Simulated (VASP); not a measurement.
Sr:

```xyz
1
Lattice="0.0000 3.0824 3.0824 3.0824 0.0000 3.0824 3.0824 3.0824 0.0000" Properties=species:S:1:pos:R:3 pbc="T T T"
Sr    0.0000    0.0000    0.0000
```

Base run:

```yaml
Program: VASP 6.6.1
Functional: LDA
Potentials_or_basis: VASP PAW LDA potentials, release 64 (Sr_sv)
Cutoff: 520 eV
k_mesh: 6 × 6 × 6
Occupations: fermi-dirac, width 0.05 eV
Spin: no spin polarisation
```

Its results: band gap on the k mesh 0.11 eV, direct; pressure -1.8 GPa.

Task: The run is repeated on the same cell with these changes: k mesh from 6 × 6 × 6 to 8 × 8 × 8; further incar settings from ALGO = Normal; EDIFF = 1e-06; NBANDS = 11 to ALGO = Fast; EDIFF = 1e-06; NBANDS = 11. What comes out?

Result: Band gap on the k mesh zero (band 5 reaches 1.32 eV, above the bottom of band 6 at 1.24 eV); pressure -1.9 GPa.

A k mesh can miss the band edges.
